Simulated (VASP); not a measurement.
# Lu (P6_3/mmc) in VASP: single point with LDA

Aim: the single point of Lu with LDA.

Program: VASP 6.6.1. These are calculated values, not measurements. Logs are shortened: lines on timing, memory, paths and dates and some standing lists are left out, and cuts for length are marked.

**1. The cell of the first run**

Symmetry: P6_3/mmc, No. 194, hexagonal system. Conventional cell: a = 3.384 Å, b = 3.384 Å, c = 5.238 Å, α = 90.00°, β = 90.00°, γ = 120.00°. Lu (site symmetry -6m2) has 12 Lu at 3.27 to 3.38 Å within 4.3 Å.

**2. Single point, LDA**

INCAR

```
ALGO     = Normal         # electronic algorithm
EDIFF    = 1E-7           # SCF threshold, eV
ENCUT    = 520            # plane-wave cutoff, eV
GGA      = CA             # functional
ISIF     = 2              # what is computed and relaxed
ISMEAR   = 0              # smearing method
LASPH    = T              # aspherical terms in the spheres
LCHARG   = F              # write CHGCAR
LREAL    = F              # projectors in reciprocal space
LWAVE    = F              # write WAVECAR
NBANDS   = 32             # bands
NELM     = 100            # most SCF steps
PREC     = Accurate       # precision mode
SIGMA    = 0.05           # smearing width, eV
```

KPOINTS

```
k-points
0
Gamma
  14 14 8
```

POSCAR

```
Lu
1.0
    3.3836598924      0.0000000000      0.0000000000
   -1.6918299462      2.9303354246      0.0000000000
    0.0000000000      0.0000000000      5.2377361079
Lu
2
Direct
    0.3333333333      0.6666666667      0.7500000000
    0.6666666667      0.3333333333      0.2500000000
```

Potentials or basis: VASP PAW PBE potentials, release 64 (Lu).

Run with:

```
$ cat potpaw_PBE.64/Lu/POTCAR > POTCAR
$ mpirun -np 1 vasp_std > vasp.out
```

OUTCAR:

```text
EDIFF = 1E-7
   ENCUT = 520
   GGA = CA
   ISIF = 2
   ISMEAR = 0
   LASPH = T
   LREAL = F
   NELM = 100
   PREC = Accurate

 ion  position               nearest neighbor table
   1  0.333  0.667  0.750-   2 3.27   2 3.27   2 3.27   2 3.27   2 3.27   2 3.27
   2  0.667  0.333  0.250-   1 3.27   1 3.27   1 3.27   1 3.27   1 3.27   1 3.27

  LATTYP: Found a hexagonal cell.
 ALAT       =     3.3836598924
 C/A-ratio  =     1.5479499342

  Lattice vectors:

 A1 = (   3.3836598924,   0.0000000000,   0.0000000000)
 A2 = (  -1.6918299462,   2.9303354246,   0.0000000000)
 A3 = (   0.0000000000,   0.0000000000,   5.2377361079)

Analysis of symmetry for initial positions (statically):
=====================================================================
 Subroutine PRICEL returns:
 Original cell was already a primitive cell.

 Routine SETGRP: Setting up the symmetry group for a
 hexagonal supercell.

 Subroutine GETGRP returns: Found 24 space group operations
 (whereof 12 operations were pure point group operations)
 out of a pool of 24 trial point group operations.

The static configuration has the point symmetry D_3d.
 The point group associated with its full space group is D_6h.

Analysis of symmetry for dynamics (positions and initial velocities):
=====================================================================
 Subroutine PRICEL returns:
 Original cell was already a primitive cell.

 Routine SETGRP: Setting up the symmetry group for a
 hexagonal supercell.

 Subroutine GETGRP returns: Found 24 space group operations
 (whereof 12 operations were pure point group operations)
 out of a pool of 24 trial point group operations.

The dynamic configuration has the point symmetry D_3d.
 The point group associated with its full space group is D_6h.

 Subroutine INISYM returns: Found 24 space group operations
 (whereof 12 operations are pure point group operations),
 and found     1 'primitive' translations

----------------------------------------------------------------------------------------

                                     Primitive cell

  volume of cell :      51.9335

  direct lattice vectors                    reciprocal lattice vectors
     3.383659892  0.000000000  0.000000000     0.295537977  0.170628931  0.000000000
    -1.691829946  2.930335425  0.000000000     0.000000000  0.341257861  0.000000000
     0.000000000  0.000000000  5.237736108     0.000000000  0.000000000  0.190922181

  length of vectors
     3.383659892  3.383659892  5.237736108     0.341257861  0.341257861  0.190922181

  position of ions in fractional coordinates (direct lattice)
     0.333333333  0.666666667  0.750000000
     0.666666667  0.333333333  0.250000000

  ion indices of the primitive-cell ions
   primitive index   ion index
                 1           1
                 2           2

----------------------------------------------------------------------------------------

 KPOINTS: k-points

Automatic generation of k-mesh.
 Grid dimensions read from file:
 generate k-points for:   14   14    8

 Generating k-lattice:

  Cartesian coordinates                     Fractional coordinates (reciprocal lattice)
     0.021109856  0.012187781  0.000000000     0.071428571 -0.000000000  0.000000000
     0.000000000  0.024375562  0.000000000     0.000000000  0.071428571  0.000000000
     0.000000000  0.000000000  0.023865273     0.000000000  0.000000000  0.125000000

  Length of vectors
     0.024375562  0.024375562  0.023865273

  Shift w.r.t. Gamma in fractional coordinates (k-lattice)
     0.000000000  0.000000000  0.000000000

 Subroutine IBZKPT returns following result:
 ===========================================

 Found    120 irreducible k-points:

 Following reciprocal coordinates:
            Coordinates               Weight
  0.000000  0.000000  0.000000      1.000000
  0.071429  0.000000  0.000000      6.000000
  0.142857  0.000000  0.000000      6.000000
  0.214286  0.000000  0.000000      6.000000
  0.285714  0.000000  0.000000      6.000000
  0.357143  0.000000  0.000000      6.000000
[... 16 lines left out ...]
  0.285714  0.285714  0.000000      6.000000
  0.357143  0.285714  0.000000      6.000000
 [... further k-points ...]
   k-points           NKPTS =    120   k-points in BZ     NKDIM =    120   number of bands    NBANDS=     32
   number of dos      NEDOS =    301   number of ions     NIONS =      2
   total plane-waves  NPLWV =  31360
   dimension x,y,z NGX =    28 NGY =   28 NGZ =   40
   dimension x,y,z NGXF=    56 NGYF=   56 NGZF=   80
   ions per type =               2
   NGX,Y,Z   is equivalent  to a cutoff of  13.76, 13.76, 12.70 a.u.
   NGXF,Y,Z  is equivalent  to a cutoff of  27.51, 27.51, 25.39 a.u.
 SYSTEM =  unknown system
   PREC   = accura    normal or accurate (medium, high low for compatibility)
   ISTART =      0    job   : 0-new  1-cont  2-samecut
   ICHARG =      2    charge: 1-file 2-atom 10-const
   ISPIN  =      1    spin polarized calculation?
   LNONCOLLINEAR =      F non collinear calculations
   LSORBIT =      F    spin-orbit coupling
   LASPH  =      T    aspherical Exc in radial PAW
   ENCUT  =  520.0 eV  38.22 Ry    6.18 a.u.   6.29  6.29  9.74*2*pi/ulx,y,z
   NELM   =    100;   NELMIN=  2; NELMDL= -5     # of ELM steps
   EDIFF  = 0.1E-06   stopping-criterion for ELM
   LREAL  =      F    real-space projection
   EDIFFG = 0.1E-05   stopping-criterion for IOM
   NSW    =      0    number of steps for IOM
   IBRION =     -1    ionic relax: 0-MD 1-quasi-New 2-CG
   NFREE  =      0    steps in history (QN), initial steepest desc. (CG)
   ISIF   =      2    stress and relaxation
   ISYM   =      2    0-nonsym 1-usesym 2-fastsym
   POTIM  = 0.5000    time-step for ionic-motion
   TEBEG  =    0.0;   TEEND  =   0.0 temperature during run
   PSTRESS=    0.0 pullay stress
   NELECT =      50.0000    total number of electrons
   NUPDOWN=      -1.0000    fix difference up-down
   EMIN   =  10.00;   EMAX   =-10.00  energy-range for DOS
   EFERMI =   0.00;   METHOD = LEGACY
   ISMEAR =     0;   SIGMA  =   0.05  broadening in eV -4-tet -1-fermi 0-gaus
   EFERMI_NEDOS =   21; number of points for ismear=-14 and -15
   IALGO  =     38    algorithm
   IMIX   =      4    mixing-type and parameters
     AMIX     =   0.40;   BMIX     =  1.00
     AMIX_MAG =   1.60;   BMIX_MAG =  1.00
  volume/ion in A,a.u.               =      25.97       175.23
  Fermi-wavevector in a.u.,A,eV,Ry     =   1.616524  3.054788 35.554082  2.613151
  Thomas-Fermi vector in A             =   2.711097
   LORBIT       =      0    0 simple, 1 ext, 2 COOP (PROOUT), +10 PAW based schemes
   GGA     = CA    functional components
   LHFCALC =     F    Hartree Fock is set to
   AEXX    =    0.0000 exact exchange contribution
   IVDW    =     0    specifies the selected vdW correction
   LEPSILON=     F    determine dielectric tensor
   LRPA    =     F    only Hartree local field effects (RPA)
 non-spin polarized calculation
 Gauss-broadening in eV      SIGMA  =   0.05
  energy-cutoff  :      520.00
  volume of cell :       51.93
 maximum number of plane-waves:      1417
 NGX is ok and might be reduce to    28
   NGX = 13   NGY = 13   NGZ = 19

 number of electron      49.9999981 magnetization

 Free energy of the ion-electron system (eV)
  ---------------------------------------------------
  ext. energy  EPLUGINS =         0.00000000
  ---------------------------------------------------
  free energy    TOTEN  =       -10.39133165 eV

  energy without entropy =      -10.38779835  energy(sigma->0) =      -10.38956500

 E-fermi :   2.3603     XC(G=0): -11.5584

 val. band max:        2.3600651472   @ k =   0.2857   0.2857   0.5000
 cond. band min:       2.3626964253   @ k =   0.3571   0.1429   0.2500
 fundamental gap:      0.0026312781
 Fermi energy:         2.3603154149

 k-point     1 :       0.0000    0.0000    0.0000
  band No.  band energies     occupation
      1     -53.3038      2.00000
      2     -53.2384      2.00000
      3     -24.6119      2.00000
      4     -23.9688      2.00000
      5     -23.9688      2.00000
      6     -23.8388      2.00000
[... 24 lines left out ...]
     31       5.8940      0.00000
     32       5.8940      0.00000

 k-point     2 :       0.0714    0.0000    0.0000
  band No.  band energies     occupation
      1     -53.3017      2.00000
      2     -53.2378      2.00000
      3     -24.5997      2.00000
      4     -23.9929      2.00000
      5     -23.9773      2.00000
      6     -23.8646      2.00000
[... 24 lines left out ...]
     31       5.7009      0.00000
     32       5.7511      0.00000

 k-point     3 :       0.1429    0.0000    0.0000
  band No.  band energies     occupation
      1     -53.2958      2.00000
      2     -53.2361      2.00000
      3     -24.5642      2.00000
      4     -24.0605      2.00000
      5     -24.0005      2.00000
      6     -23.9353      2.00000
[... 24 lines left out ...]
     31       5.8142      0.00000
     32       5.8857      0.00000

 k-point     4 :       0.2143    0.0000    0.0000
  band No.  band energies     occupation
      1     -53.2869      2.00000
      2     -53.2340      2.00000
      3     -24.5089      2.00000
      4     -24.1584      2.00000
      5     -24.0338      2.00000
      6     -24.0327      2.00000
[... 24 lines left out ...]
     31       6.3370      0.00000
     32       6.4794      0.00000

 k-point     5 :       0.2857    0.0000    0.0000
  band No.  band energies     occupation
      1     -53.2764      2.00000
      2     -53.2323      2.00000
      3     -24.4396      2.00000
      4     -24.2674      2.00000
      5     -24.1385      2.00000
      6     -24.0671      2.00000
[... 584 lines left out ...]
     31       8.0836      0.00000
     32       9.4867      0.00000

 k-point    22 :       0.3571    0.2143    0.0000
  band No.  band energies     occupation
      1     -53.2485      2.00000
      2     -53.2349      2.00000
      3     -24.3997      2.00000
      4     -24.2688      2.00000
      5     -24.2170      2.00000
      6     -24.2030      2.00000
[... 24 lines left out ...]
     31       8.3745      0.00000
     32       9.1968      0.00000

 k-point    23 :       0.2857    0.2857    0.0000
  band No.  band energies     occupation
      1     -53.2474      2.00000
      2     -53.2353      2.00000
      3     -24.3765      2.00000
      4     -24.2787      2.00000
      5     -24.2067      2.00000
      6     -24.1971      2.00000
[... 24 lines left out ...]
     31       8.0958      0.00000
     32       9.0771      0.00000

 k-point    24 :       0.3571    0.2857    0.0000
  band No.  band energies     occupation
      1     -53.2432      2.00000
      2     -53.2378      2.00000
      3     -24.3802      2.00000
      4     -24.2449      2.00000
      5     -24.2421      2.00000
      6     -24.1624      2.00000
[... 24 lines left out ...]
     31       8.3542      0.00000
     32       8.5060      0.00000

 [... further k-points ...]

------------------------ aborting loop because EDIFF is reached ----------------------------------------

  FORCE on cell =-STRESS in cart. coord.  units (eV):
  Direction    XX          YY          ZZ          XY          YZ          ZX
  --------------------------------------------------------------------------------------
  -------------------------------------------------------------------------------------
  Total        0.0747270      0.0747270      0.0747861      0.0000000     -0.0000000      0.0000000
  in kB        2.3053704      2.3053704      2.3071929      0.0000000     -0.0000000      0.0000000
  external PRESSURE =       2.3059779 kB  Pullay stress =       0.0000000 kB

 VOLUME and BASIS-vectors are now :
 -----------------------------------------------------------------------------
  energy-cutoff  :      520.00
  volume of cell :       51.93
      direct lattice vectors                 reciprocal lattice vectors
     3.383659892  0.000000000  0.000000000     0.295537977  0.170628931  0.000000000
    -1.691829946  2.930335425  0.000000000     0.000000000  0.341257861  0.000000000
     0.000000000  0.000000000  5.237736108     0.000000000  0.000000000  0.190922181

 POSITION                                       TOTAL-FORCE (eV/Angst)
 -----------------------------------------------------------------------------------
     -0.00000      1.95356      3.92830         0.000000     -0.000000      0.000000
      1.69183      0.97678      1.30943        -0.000000      0.000000      0.000000
 -----------------------------------------------------------------------------------
    total drift:                               -0.000000      0.000000     -0.000000

  FREE ENERGIE OF THE ION-ELECTRON SYSTEM (eV)
  ---------------------------------------------------
  free  energy   TOTEN  =       -10.3913316510 eV

  energy  without entropy=      -10.3877983507  energy(sigma->0) =      -10.38956500
```

Wall time 5.2 min (1 thread of Intel Xeon 8259CL, shared host); peak memory 0.28 GiB.

Results:

* Free energy: -10.3913 eV
* Pressure: 0.2 GPa
* Band gap on the k mesh: zero (bands 25 and 26 overlap by 1.92 eV)

Levels at points of the mesh, in eV from the Fermi level:
| k point | band 23 | band 24 | band 25 | band 26 | band 27 | band 28 |
| --- | --- | --- | --- | --- | --- | --- |
| (0.00, 0.00, 0.00) | -4.70 | -2.58 | 1.29 | 2.17 | 2.17 | 2.75 |
| (0.50, 0.00, 0.00) | -2.40 | -1.61 | -1.03 | -0.15 | 1.76 | 1.87 |
| (0.00, 0.00, 0.50) | -4.37 | -4.37 | 1.29 | 1.29 | 2.04 | 2.04 |
| (0.50, 0.00, 0.50) | -2.30 | -2.30 | 0.13 | 0.13 | 1.74 | 1.74 |

Caveat: the PAW data sets were made with another functional, which shifts forces and pressure a little; spin-orbit coupling is left out, which moves the levels of the heavy elements.
